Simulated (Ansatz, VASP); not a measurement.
# Te in VASP and in Ansatz

INCAR

```
PREC = Accurate
ENCUT = 520
EDIFF = 1E-8
ISMEAR = -1
SIGMA = 0.08
LREAL = False
LASPH = True
NELM = 100
ALGO = Normal
ISIF = 2
LWAVE = False
LCHARG = False
GGA = CA
LEFG = True
NBANDS = 16
```

File KPOINTS:

```
regular mesh
0
Gamma
  9 9 6
```

POSCAR

```
Te
1.0
    4.4728101969      0.0000000000      0.0000000000
   -2.2364050985      3.8735672569      0.0000000000
    0.0000000000      0.0000000000      5.9446845300
Te
3
Direct
    0.7450000000      0.0000000000      0.3333333333
    0.0000000000      0.7450000000      0.6666666667
    0.2550000000      0.2550000000      0.0000000000
```

Input for Ansatz:

```yaml
crystal:
  lattice:
    - [4.4728101969, 0.0, 0.0]
    - [-2.2364050985, 3.8735672569, 0.0]
    - [0.0, 0.0, 5.94468453]
  atoms:
    - { symbol: Te, position: [0.745, 0.0, 0.3333333333] }
    - { symbol: Te, position: [0.0, 0.745, 0.6666666667] }
    - { symbol: Te, position: [0.255, 0.255, 0.0] }
kpoints:
  mp_grid: { grid: [9, 9, 6] }
scf:
  occupations: { method: fermi_dirac, width: 0.08 }
hamiltonian:
  xc: lda
  pseudopotentials: { kind: all_electron, datasets: crystal }
output:
  forces: true
  stress: true
  eigenvalues: true
  efg: { contact_densities: true }
```

Change from the starting cell: volume scaled by 1.01, crystal datasets.

Alike in both runs: task electric field gradients; functional LDA; k mesh 9 × 9 × 6; occupations fermi-dirac, width 0.08 eV; no spin polarisation.

```csv
,VASP,Ansatz
version,VASP 6.6.1,Ansatz 0.2.0
potentials or method,"VASP PAW LDA potentials, release 64 (Te), cutoff 520 eV","all-electron PAW with datasets made for the crystal, scalar-relativistic"
```

|  | VASP | Ansatz | Ansatz less VASP |
| --- | --- | --- | --- |
| pressure (GPa) | -0.7 | -0.8 | -0.13 |
| traceless stress, the component that is largest in VASP (GPa) | 0.29 | 0.20 | -0.088 |
| rms of the force components (eV/Å) | 0.261 | 0.238 | -0.0226 |
| size of Vzz on the site where it differs most (V/Å²) | 559.6 | 585.5 | +25.93 |

LDA's correlation is that of Perdew and Zunger in VASP and of Perdew and Wang (1992) in Ansatz. Atom by atom the forces differ by 0.023 eV/Å (rms over components). Ansatz ran all-electron here, and VASP with PAW potentials.

Spin-orbit coupling is off throughout.
